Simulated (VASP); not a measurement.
# BeS: single point with PBE

BeS:

```
Be S
1.0
     0.00000    2.36256    2.36256
     2.36256    0.00000    2.36256
     2.36256    2.36256    0.00000
Be S
1 1
Direct
  0.25000 0.25000 0.25000
  0.50000 0.50000 0.50000
```

This cell differs from its parent crystal: volume scaled by 0.91.

| Item | Value |
| --- | --- |
| Program | VASP 6.6.1 |
| Task | single point |
| Functional | PBE |
| Potentials or basis | VASP PAW PBE potentials, release 64 (Be, S) |
| Cutoff | 520 eV |
| k mesh | 8 × 8 × 8 |
| Occupations | gaussian, width 0.02 eV |
| Spin | no spin polarisation |
| Dipole correction | no |
| Further INCAR settings | ALGO = Normal; EDIFF = 1e-06; NBANDS = 11 |

```json
{
 "Pressure": "10.5 GPa",
 "Band gap on the k mesh": "2.92 eV, indirect (least direct gap 5.62 eV)"
}
```

Levels at points of the mesh, in eV from the valence-band top:
| k point | band 1 | band 2 | band 3 | band 4 | band 5 | band 6 | band 7 | band 8 | band 9 |
| --- | --- | --- | --- | --- | --- | --- | --- | --- | --- |
| (0.00, 0.00, 0.00) | -14.25 | 0.00 | 0.00 | 0.00 | 5.62 | 5.62 | 5.62 | 6.57 | 12.96 |
| (0.50, 0.00, 0.00) | -12.41 | -6.31 | -1.15 | -1.15 | 5.76 | 6.53 | 6.53 | 11.56 | 15.30 |
| (0.50, 0.50, 0.00) | -11.79 | -5.44 | -2.92 | -2.92 | 2.92 | 4.83 | 13.42 | 13.42 | 16.64 |

Wall time 4.8 s on 1 thread of Intel(R) Xeon(R) 6975P-C (Granite Rapids), on a shared host, peak memory 0.15 GiB.

 A k mesh can miss the band edges.
